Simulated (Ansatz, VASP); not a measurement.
# Au in VASP and in Ansatz

Contents of INCAR:

```
SYSTEM = Au
PREC     = Accurate       ! precision mode
ENCUT    = 520            ! plane-wave cutoff, eV
EDIFF    = 1E-6           ! SCF threshold, eV
ISMEAR   = -1             ! smearing method
SIGMA    = 0.15           ! smearing width, eV
LREAL    = .FALSE.        ! projectors in reciprocal space
LASPH    = .TRUE.         ! aspherical terms in the spheres
NELM     = 80             ! most SCF steps
ALGO     = Normal         ! electronic algorithm
ISIF     = 2              ! what is computed and relaxed
LWAVE    = .FALSE.        ! write WAVECAR
LCHARG   = .TRUE.         ! write CHGCAR
LELF     = .TRUE.         ! ELF
LVHAR    = .TRUE.       
NBANDS   = 12             ! bands
```

File KPOINTS:

```
Automatic mesh
0
G
  20 20 20
  0 0 0
```

File POSCAR:

```
Au
1.0
   -1.6182275156      1.6182275156      1.6182275156
    1.6182275156     -1.6182275156      1.6182275156
    1.6182275156      1.6182275156     -1.6182275156
Au
1
Direct
    0.0000000000      0.0000000000      0.0000000000
```

Input for Ansatz:

```yaml
crystal:
  lattice:
    - [-1.6182275156, 1.6182275156, 1.6182275156]
    - [1.6182275156, -1.6182275156, 1.6182275156]
    - [1.6182275156, 1.6182275156, -1.6182275156]
  atoms:
    - { symbol: Au, position: [0.0, 0.0, 0.0] }
basis:
  ecutwfc: 420
kpoints:
  mp_grid: { grid: [20, 20, 20] }
hamiltonian:
  xc: lda
scf:
  occupations: { method: fermi_dirac, width: 0.15 }
output:
  forces: true
  stress: true
  eigenvalues: true
```

Alike in both runs: task single point; functional LDA; k mesh 20 × 20 × 20; occupations fermi-dirac, width 0.15 eV; no spin polarisation.

|  | VASP | Ansatz |
| --- | --- | --- |
| version | VASP 6.6.1 | Ansatz 0.2.0 |
| potentials or method | VASP PAW LDA potentials, release 64 (Au), cutoff 520 eV | scalar-relativistic, plane waves, PAW |
| valence electrons in the cell | 11 | 19 |

|  | VASP | Ansatz | Ansatz less VASP |
| --- | --- | --- | --- |
| gap on the k mesh at the Fermi level (eV) | none | none | - |
| pressure (GPa) | -3.1 | -3.6 | -0.47 |

LDA's correlation is that of Perdew and Zunger in VASP and of Perdew and Wang (1992) in Ansatz. A gap of «none» marks a metal or a gap that the smearing closes. VASP's potentials hold 11 valence electrons a cell and Ansatz's 19, so a difference there can come from the potentials and not from the codes.

Neither program's run includes spin-orbit coupling.
